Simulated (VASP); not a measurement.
ScIn3N2: single point with PBE

ScIn3N2:

```
Sc In N
1.0
     1.64516   -2.85232    0.00253
    -4.90008   -2.82799    0.46223
     0.80360    0.46404  -11.47912
Sc In N
2 6 4
Direct
  0.58285 0.50003 0.00007
  0.08272 0.00000 0.99994
  0.08229 0.58917 0.76659
  0.58230 0.08914 0.76651
  0.58351 0.91106 0.23336
  0.08355 0.41104 0.23343
  0.08601 0.49980 0.49991
  0.58606 0.99978 0.49984
  0.08298 0.70264 0.10886
  0.58300 0.20265 0.10884
  0.58243 0.79737 0.89132
  0.08229 0.29732 0.89133
```

- Program: VASP 6.6.1
- Task: single point
- Functional: PBE
- Potentials or basis: VASP PAW PBE potentials, release 64 (Sc_sv, In_d, N)
- Cutoff: 520 eV
- k mesh: 6 × 4 × 2
- Occupations: gaussian, width 0.2 eV
- Spin: no spin polarisation

```yaml
Pressure: 0.2 GPa
Largest_force: 0.038 eV/Å
Band_gap_on_the_k_mesh: zero (bands 60 and 61 overlap by 0.18 eV)
```

Forces in eV/Å, atoms in the order of the input:
```
Sc   0.003  0.004  0.005
Sc  -0.002 -0.001 -0.004
In   0.007  0.005  0.031
In   0.004  0.004  0.028
In  -0.005 -0.001 -0.037
In  -0.004  0.000 -0.034
In  -0.001  0.000 -0.003
In   0.000  0.000 -0.002
N    0.000 -0.001 -0.028
N    0.001 -0.001 -0.030
N   -0.001 -0.003  0.036
N   -0.002 -0.007  0.038
```

Stress tensor (GPa, compression positive):
```
 0.26 -0.03 -0.11
-0.03  0.27 -0.04
-0.11 -0.04  0.21
```

Levels at points of the mesh, in eV from the Fermi level:
```csv
k point,band 56,band 57,band 58,band 59,band 60,band 61,band 62,band 63,band 64,band 65
"(0.00, 0.00, 0.00)",-2.06,-1.93,-1.11,-1.10,-1.06,0.37,1.20,1.66,1.70,2.09
"(0.50, 0.00, 0.00)",-2.59,-1.63,-1.63,0.01,0.01,0.87,0.87,1.83,1.83,2.29
"(0.00, 0.50, 0.00)",-1.83,-1.73,-1.72,-0.66,-0.66,1.90,1.90,2.06,2.06,3.18
"(0.50, 0.50, 0.00)",-2.11,-1.93,-1.92,-1.78,-1.76,0.66,0.66,1.43,1.43,1.45
"(0.00, 0.00, 0.50)",-1.89,-1.76,-1.11,-1.10,-0.33,0.71,0.97,1.42,1.45,2.07
"(0.50, 0.00, 0.50)",-2.55,-1.35,-1.35,-0.08,-0.08,0.69,0.69,1.70,1.70,2.42
"(0.00, 0.50, 0.50)",-2.04,-1.83,-1.83,-0.71,-0.71,1.82,1.82,2.45,2.45,3.22
"(0.50, 0.50, 0.50)",-2.11,-1.96,-1.96,-1.07,-1.07,0.32,0.32,1.20,1.21,1.65
```

Wall time 4.3 min on 1 thread of Intel(R) Xeon(R) 6975P-C (Granite Rapids), with other jobs on the host, peak memory 0.49 GiB.

Caveat: spin-orbit coupling is left out, which moves the levels of the heavy elements.
